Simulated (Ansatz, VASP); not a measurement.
## One calculation of AlN, two programs

File POSCAR:

```
AlN
1.0
    0.0000000000      2.0345180000      2.0345180000
    2.0345180000      0.0000000000      2.0345180000
    2.0345180000      2.0345180000      0.0000000000
Al N
1 1
Direct
    0.5000000000      0.5000000000      0.5000000000
    0.0000000000      0.0000000000      0.0000000000
```

INCAR.step1

```
PREC = Accurate
ENCUT = 520
EDIFF = 1E-5
ISMEAR = -1
SIGMA = 0.05
LREAL = False
LASPH = True
NELM = 100
ALGO = Normal
ISIF = 2
LWAVE = True
GGA = PE
NBANDS = 11
```

Contents of INCAR.step2:

```
PREC = Accurate
ENCUT = 520
EDIFF = 1E-6
ISMEAR = -1
SIGMA = 0.05
LREAL = False
LASPH = True
NELM = 100
ALGO = Normal
ISIF = 2
LWAVE = False
LCHARG = True
GGA = PE
LHFCALC = True
AEXX = 0.25
PRECFOCK = Normal
LELF = True
LVHAR = True
ISTART = 1
NBANDS = 11
```

File KPOINTS:

```
Automatic mesh
0
Gamma
  6 6 6
```

File input:

```
crystal:
  lattice:
    - [0.0, 2.034518, 2.034518]
    - [2.034518, 0.0, 2.034518]
    - [2.034518, 2.034518, 0.0]
  atoms:
    - { symbol: Al, position: [0.5, 0.5, 0.5] }
    - { symbol: "N", position: [0.0, 0.0, 0.0] }
hamiltonian:
  xc: pbe0
  pseudopotentials: { kind: paw }
kpoints:
  mp_grid: { grid: [6, 6, 6] }
  band_path:
    path:
      - [[0.0, 0.0, 0.0], [0.5, 0.0, 0.5], [0.5, 0.25, 0.75], [0.375, 0.375, 0.75], [0.0, 0.0, 0.0], [0.5, 0.5, 0.5], [0.625, 0.25, 0.625], [0.5, 0.25, 0.75], [0.5, 0.5, 0.5], [0.375, 0.375, 0.75]]
      - [[0.625, 0.25, 0.625], [0.5, 0.0, 0.5]]
    npoints: 4
scf:
  occupations: { method: fermi_dirac, width: 0.05 }
  n_extra_bands: 6
output:
  forces: true
  stress: true
  eigenvalues: true
  fatbands: false
```

Alike in both runs: functional PBE0; k mesh 6 × 6 × 6; occupations fermi-dirac, width 0.05 eV; no spin polarisation.

|  | VASP | Ansatz |
| --- | --- | --- |
| version | VASP 6.6.1 | Ansatz 0.2.0 |
| potentials or method | VASP PAW PBE potentials, release 64 (Al, N) | Ansatz PAW |
| plane-wave cutoff (eV) | 520 | 420 |
| valence electrons in the cell | 8 | 8 |
| task | single point | band structure |

|  | VASP | Ansatz | Ansatz less VASP |
| --- | --- | --- | --- |
| gap on the k mesh at the Fermi level (eV) | 6.55 | 6.59 | +0.044 |
| least direct gap on the mesh (eV) | 7.67 | 7.65 | -0.018 |
| pressure (GPa) | -7.5 | -7.6 | -0.08 |

The k mesh is coarse, so the values compare programs but aren't converged.
